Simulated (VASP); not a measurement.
# Si4Ge (P6_3/mmc) in VASP: notebook

Si4Ge is run at these levels: PBE; tasks: single point.

Everything below comes from runs of VASP 6.6.1. Logs are shortened: lines on timing, memory, paths and dates and some standing lists are left out, and cuts for length are marked.

## (1) The cell of the first run

It takes space group P6_3/mmc (No. 194, hexagonal). The conventional cell has a = 2.863 Å, b = 2.863 Å, c = 21.918 Å, α = 90.00°, β = 90.00°, γ = 120.00°. Si (site symmetry 3m) has 9 Si at 2.65 to 2.86 Å and 3 Ge at 2.87 Å within 3.5 Å. Within 3.5 Å of Si (site symmetry 3m) lie 12 Si at 2.65 to 2.86 Å. Within 3.8 Å of Ge (site symmetry -6m2) lie 6 Ge at 2.86 Å and 6 Si at 2.87 Å.

## (2) Single point, PBE

The input, INCAR:

```
SYSTEM = Si4Ge
PREC = Accurate ; ENCUT = 520
EDIFF = 1E-6 ; ISMEAR = 0
SIGMA = 0.1 ; LREAL = .False.
LASPH = .True. ; NELM = 80
ALGO = Normal ; ISIF = 2
LWAVE = .False. ; LCHARG = .False.
GGA = PE ; NBANDS = 41
```

The input, KPOINTS:

```
regular mesh
0
Gamma
  6 6 1
  0 0 0
```

The input, POSCAR:

```
Si4Ge
1.0
    2.8634956967      0.0000000000      0.0000000000
   -1.4317478484      2.4798600170      0.0000000000
    0.0000000000      0.0000000000     21.9177606164
Si Ge
8 2
Direct
    0.3333333333      0.6666666667      0.6427125253
    0.3333333333      0.6666666667      0.8572874747
    0.3333333333      0.6666666667      0.0483464110
    0.3333333333      0.6666666667      0.4516535890
    0.6666666667      0.3333333333      0.9516535890
    0.6666666667      0.3333333333      0.1427125253
    0.6666666667      0.3333333333      0.3572874747
    0.6666666667      0.3333333333      0.5483464110
    0.3333333333      0.6666666667      0.2500000000
    0.6666666667      0.3333333333      0.7500000000
```

Potentials or basis: VASP PAW PBE potentials, release 64 (Si, Ge_d).

Run with:

```
$ cat potpaw_PBE.64/Si/POTCAR potpaw_PBE.64/Ge_d/POTCAR > POTCAR
$ mpirun -np 1 vasp_std > vasp.out
```

OUTCAR:

```text
SYSTEM = Si4Ge
   PREC = Accurate
   ENCUT = 520
   EDIFF = 1E-6
   ISMEAR = 0
   LREAL = .False.
   LASPH = .True.
   NELM = 80
   ISIF = 2
   GGA = PE

 ion  position               nearest neighbor table
   1  0.333  0.667  0.643-   8 2.65   8 2.65   8 2.65  10 2.87  10 2.87  10 2.87
   2  0.333  0.667  0.857-   5 2.65   5 2.65   5 2.65  10 2.87  10 2.87  10 2.87
   3  0.333  0.667  0.048-   6 2.65   6 2.65   6 2.65   5 2.69   5 2.69   5 2.69
   4  0.333  0.667  0.452-   7 2.65   7 2.65   7 2.65   8 2.69   8 2.69   8 2.69
   5  0.667  0.333  0.952-   2 2.65   2 2.65   2 2.65   3 2.69   3 2.69   3 2.69
   6  0.667  0.333  0.143-   3 2.65   3 2.65   3 2.65   9 2.87   9 2.87   9 2.87
   7  0.667  0.333  0.357-   4 2.65   4 2.65   4 2.65   9 2.87   9 2.87   9 2.87
   8  0.667  0.333  0.548-   1 2.65   1 2.65   1 2.65   4 2.69   4 2.69   4 2.69
   9  0.333  0.667  0.250-   6 2.87   7 2.87   6 2.87   7 2.87   6 2.87   7 2.87
  10  0.667  0.333  0.750-   1 2.87   2 2.87   1 2.87   2 2.87   1 2.87   2 2.87

  LATTYP: Found a hexagonal cell.
 ALAT       =     2.8634956967
 C/A-ratio  =     7.6541971555

  Lattice vectors:

 A1 = (   2.8634956967,   0.0000000000,   0.0000000000)
 A2 = (  -1.4317478484,   2.4798600170,   0.0000000000)
 A3 = (   0.0000000000,   0.0000000000,  21.9177606164)

Analysis of symmetry for initial positions (statically):
=====================================================================
 Subroutine PRICEL returns:
 Original cell was already a primitive cell.

 Routine SETGRP: Setting up the symmetry group for a
 hexagonal supercell.

 Subroutine GETGRP returns: Found 24 space group operations
 (whereof 12 operations were pure point group operations)
 out of a pool of 24 trial point group operations.

The static configuration has the point symmetry D_3d.
 The point group associated with its full space group is D_6h.

Analysis of symmetry for dynamics (positions and initial velocities):
=====================================================================
 Subroutine PRICEL returns:
 Original cell was already a primitive cell.

 Routine SETGRP: Setting up the symmetry group for a
 hexagonal supercell.

 Subroutine GETGRP returns: Found 24 space group operations
 (whereof 12 operations were pure point group operations)
 out of a pool of 24 trial point group operations.

The dynamic configuration has the point symmetry D_3d.
 The point group associated with its full space group is D_6h.

 Subroutine INISYM returns: Found 24 space group operations
 (whereof 12 operations are pure point group operations),
 and found     1 'primitive' translations

----------------------------------------------------------------------------------------

                                     Primitive cell

  volume of cell :     155.6395

  direct lattice vectors                    reciprocal lattice vectors
     2.863495697  0.000000000  0.000000000     0.349223504  0.201624284  0.000000000
    -1.431747848  2.479860017  0.000000000     0.000000000  0.403248568  0.000000000
     0.000000000  0.000000000 21.917760616     0.000000000  0.000000000  0.045625099

  length of vectors
     2.863495697  2.863495697 21.917760616     0.403248568  0.403248568  0.045625099

  position of ions in fractional coordinates (direct lattice)
     0.333333333  0.666666667  0.642712525
     0.333333333  0.666666667  0.857287475
     0.333333333  0.666666667  0.048346411
     0.333333333  0.666666667  0.451653589
     0.666666667  0.333333333  0.951653589
     0.666666667  0.333333333  0.142712525
     0.666666667  0.333333333  0.357287475
     0.666666667  0.333333333  0.548346411
     0.333333333  0.666666667  0.250000000
     0.666666667  0.333333333  0.750000000

  ion indices of the primitive-cell ions
   primitive index   ion index
                 1           1
                 2           2
                 3           3
                 4           4
                 5           5
                 6           6
                 7           7
                 8           8
                 9           9
                10          10

----------------------------------------------------------------------------------------

 KPOINTS: regular mesh

Automatic generation of k-mesh.
 Grid dimensions read from file:
 generate k-points for:    6    6    1

 Generating k-lattice:

  Cartesian coordinates                     Fractional coordinates (reciprocal lattice)
     0.058203917  0.033604047  0.000000000     0.166666667  0.000000000  0.000000000
     0.000000000  0.067208095  0.000000000     0.000000000  0.166666667  0.000000000
     0.000000000  0.000000000  0.045625099     0.000000000  0.000000000  1.000000000

  Length of vectors
     0.067208095  0.067208095  0.045625099

  Shift w.r.t. Gamma in fractional coordinates (k-lattice)
     0.000000000  0.000000000  0.000000000

 Subroutine IBZKPT returns following result:
 ===========================================

 Found      7 irreducible k-points:

 Following reciprocal coordinates:
            Coordinates               Weight
  0.000000  0.000000  0.000000      1.000000
  0.166667  0.000000  0.000000      6.000000
  0.333333  0.000000  0.000000      6.000000
  0.500000  0.000000  0.000000      3.000000
  0.166667  0.166667  0.000000      6.000000
  0.333333  0.166667  0.000000     12.000000
  0.333333  0.333333  0.000000      2.000000
   k-points           NKPTS =      7   k-points in BZ     NKDIM =      7   number of bands    NBANDS=     41
   number of dos      NEDOS =    301   number of ions     NIONS =     10
   total plane-waves  NPLWV =  96768
   dimension x,y,z NGX =    24 NGY =   24 NGZ =  168
   dimension x,y,z NGXF=    48 NGYF=   48 NGZF=  336
   ions per type =               8   2
   NGX,Y,Z   is equivalent  to a cutoff of  13.93, 13.93, 12.74 a.u.
   NGXF,Y,Z  is equivalent  to a cutoff of  27.87, 27.87, 25.49 a.u.
 SYSTEM =  Si4Ge
   PREC   = accura    normal or accurate (medium, high low for compatibility)
   ISTART =      0    job   : 0-new  1-cont  2-samecut
   ICHARG =      2    charge: 1-file 2-atom 10-const
   ISPIN  =      1    spin polarized calculation?
   LNONCOLLINEAR =      F non collinear calculations
   LSORBIT =      F    spin-orbit coupling
   LASPH  =      T    aspherical Exc in radial PAW
   ENCUT  =  520.0 eV  38.22 Ry    6.18 a.u.   5.32  5.32 40.75*2*pi/ulx,y,z
   NELM   =     80;   NELMIN=  2; NELMDL= -5     # of ELM steps
   EDIFF  = 0.1E-05   stopping-criterion for ELM
   LREAL  =      F    real-space projection
   EDIFFG = 0.1E-04   stopping-criterion for IOM
   NSW    =      0    number of steps for IOM
   IBRION =     -1    ionic relax: 0-MD 1-quasi-New 2-CG
   NFREE  =      0    steps in history (QN), initial steepest desc. (CG)
   ISIF   =      2    stress and relaxation
   ISYM   =      2    0-nonsym 1-usesym 2-fastsym
   POTIM  = 0.5000    time-step for ionic-motion
   TEBEG  =    0.0;   TEEND  =   0.0 temperature during run
   PSTRESS=    0.0 pullay stress
   NELECT =      60.0000    total number of electrons
   NUPDOWN=      -1.0000    fix difference up-down
   EMIN   =  10.00;   EMAX   =-10.00  energy-range for DOS
   EFERMI =   0.00;   METHOD = LEGACY
   ISMEAR =     0;   SIGMA  =   0.10  broadening in eV -4-tet -1-fermi 0-gaus
   EFERMI_NEDOS =   21; number of points for ismear=-14 and -15
   IALGO  =     38    algorithm
   IMIX   =      4    mixing-type and parameters
     AMIX     =   0.40;   BMIX     =  1.00
     AMIX_MAG =   1.60;   BMIX_MAG =  1.00
  volume/ion in A,a.u.               =      15.56       105.03
  Fermi-wavevector in a.u.,A,eV,Ry     =   1.191476  2.251563 19.315034  1.419615
  Thomas-Fermi vector in A             =   2.327537
   LORBIT       =      0    0 simple, 1 ext, 2 COOP (PROOUT), +10 PAW based schemes
   GGA     = PE    functional components
   LHFCALC =     F    Hartree Fock is set to
   AEXX    =    0.0000 exact exchange contribution
   IVDW    =     0    specifies the selected vdW correction
   LEPSILON=     F    determine dielectric tensor
   LRPA    =     F    only Hartree local field effects (RPA)
 non-spin polarized calculation
 Gauss-broadening in eV      SIGMA  =   0.10
  energy-cutoff  :      520.00
  volume of cell :      155.64
 maximum number of plane-waves:      4221
 NGX is ok and might be reduce to    24
   NGX = 11   NGY = 11   NGZ = 81

 number of electron      60.0000031 magnetization

 Free energy of the ion-electron system (eV)
  ---------------------------------------------------
  ext. energy  EPLUGINS =         0.00000000
  ---------------------------------------------------
  free energy    TOTEN  =       -47.24583260 eV

  energy without entropy =      -47.21583679  energy(sigma->0) =      -47.23083469

 E-fermi :   9.0416     XC(G=0): -11.1728

 val. band max:        9.0238883215   @ k =   0.3333   0.1667   0.0000
 cond. band min:       9.0992821985   @ k =   0.1667   0.1667   0.0000
 fundamental gap:      0.0753938771
 Fermi energy:         9.0416457076

 k-point     1 :       0.0000    0.0000    0.0000
  band No.  band energies     occupation
      1     -15.7607      2.00000
      2     -15.7607      2.00000
      3     -15.7601      2.00000
      4     -15.7601      2.00000
      5     -15.7601      2.00000
      6     -15.7601      2.00000
[... 33 lines left out ...]
     40      17.4651      0.00000
     41      17.4846      0.00000

 k-point     2 :       0.1667    0.0000    0.0000
  band No.  band energies     occupation
      1     -15.7726      2.00000
      2     -15.7726      2.00000
      3     -15.7346      2.00000
      4     -15.7346      2.00000
      5     -15.7288      2.00000
      6     -15.7287      2.00000
[... 33 lines left out ...]
     40      15.2634      0.00000
     41      15.5789      0.00000

 k-point     3 :       0.3333    0.0000    0.0000
  band No.  band energies     occupation
      1     -15.7977      2.00000
      2     -15.7977      2.00000
      3     -15.7241      2.00000
      4     -15.7241      2.00000
      5     -15.6839      2.00000
      6     -15.6839      2.00000
[... 33 lines left out ...]
     40      13.1111      0.00000
     41      13.4630      0.00000

 k-point     4 :       0.5000    0.0000    0.0000
  band No.  band energies     occupation
      1     -15.8105      2.00000
      2     -15.8105      2.00000
      3     -15.7419      2.00000
      4     -15.7419      2.00000
      5     -15.6854      2.00000
      6     -15.6854      2.00000
[... 33 lines left out ...]
     40      12.4347      0.00000
     41      12.8294      0.00000

 k-point     5 :       0.1667    0.1667    0.0000
  band No.  band energies     occupation
      1     -15.7667      2.00000
      2     -15.7667      2.00000
      3     -15.7308      2.00000
      4     -15.7308      2.00000
      5     -15.7116      2.00000
      6     -15.7116      2.00000
[... 33 lines left out ...]
     40      12.6320      0.00000
     41      13.1807      0.00000

 k-point     6 :       0.3333    0.1667    0.0000
  band No.  band energies     occupation
      1     -15.7729      2.00000
      2     -15.7729      2.00000
      3     -15.7324      2.00000
      4     -15.7324      2.00000
      5     -15.6949      2.00000
      6     -15.6949      2.00000
[... 33 lines left out ...]
     40      10.7747      0.00000
     41      11.2620      0.00000

 k-point     7 :       0.3333    0.3333    0.0000
  band No.  band energies     occupation
      1     -15.7203      2.00000
      2     -15.7203      2.00000
      3     -15.7178      2.00000
      4     -15.7178      2.00000
      5     -15.7064      2.00000
      6     -15.7064      2.00000
[... 33 lines left out ...]
     40      10.0884      0.00000
     41      10.1005      0.00000

------------------------ aborting loop because EDIFF is reached ----------------------------------------

  FORCE on cell =-STRESS in cart. coord.  units (eV):
  Direction    XX          YY          ZZ          XY          YZ          ZX
  --------------------------------------------------------------------------------------
  -------------------------------------------------------------------------------------
  Total        0.1628256      0.1628256     -0.0341202     -0.0000000      0.0000000     -0.0000000
  in kB        1.6761518      1.6761518     -0.3512390     -0.0000000      0.0000000     -0.0000000
  external PRESSURE =       1.0003549 kB  Pullay stress =       0.0000000 kB

 VOLUME and BASIS-vectors are now :
 -----------------------------------------------------------------------------
  energy-cutoff  :      520.00
  volume of cell :      155.64
      direct lattice vectors                 reciprocal lattice vectors
     2.863495697  0.000000000  0.000000000     0.349223504  0.201624284  0.000000000
    -1.431747848  2.479860017  0.000000000     0.000000000  0.403248568  0.000000000
     0.000000000  0.000000000 21.917760616     0.000000000  0.000000000  0.045625099

 POSITION                                       TOTAL-FORCE (eV/Angst)
 -----------------------------------------------------------------------------------
     -0.00000      1.65324     14.08682         0.000000      0.000000     -0.040304
     -0.00000      1.65324     18.78982        -0.000000      0.000000      0.040304
     -0.00000      1.65324      1.05965        -0.000000      0.000000      0.022647
     -0.00000      1.65324      9.89924        -0.000000     -0.000000     -0.022647
      1.43175      0.82662     20.85812         0.000000      0.000000     -0.022647
      1.43175      0.82662      3.12794        -0.000000     -0.000000     -0.040304
      1.43175      0.82662      7.83094        -0.000000     -0.000000      0.040304
      1.43175      0.82662     12.01853        -0.000000      0.000000      0.022647
     -0.00000      1.65324      5.47944         0.000000     -0.000000      0.000000
      1.43175      0.82662     16.43832         0.000000      0.000000      0.000000
 -----------------------------------------------------------------------------------
    total drift:                               -0.000000      0.000000      0.000000

  FREE ENERGIE OF THE ION-ELECTRON SYSTEM (eV)
  ---------------------------------------------------
  free  energy   TOTEN  =       -47.2458325951 eV

  energy  without entropy=      -47.2158367913  energy(sigma->0) =      -47.23083469
```

Wall time 77 s (1 thread of AMD EPYC 7R43 (Zen 3), shared host); peak memory 0.25 GiB.

What came out:

```
Free energy            : -47.2458 eV
Pressure               : 0.1 GPa
Largest force          : 0.040 eV/Å
Band gap on the k mesh : zero (band 30 reaches 15.62 eV, above the bottom of band 31 at 6.90 eV)
```

Forces in eV/Å, atoms in the order of the input:
```
Si   0.000  0.000 -0.040
Si   0.000  0.000  0.040
Si   0.000  0.000  0.023
Si   0.000  0.000 -0.023
Si   0.000  0.000 -0.023
Si   0.000  0.000 -0.040
Si   0.000  0.000  0.040
Si   0.000  0.000  0.023
Ge   0.000  0.000  0.000
Ge   0.000  0.000  0.000
```

Stress tensor (GPa, compression positive):
```
 0.17  0.00  0.00
 0.00  0.17  0.00
 0.00  0.00 -0.04
```

Caveat: the k points lie up to 0.42 Å⁻¹ apart.

(Part 1 of 2 ends here.)
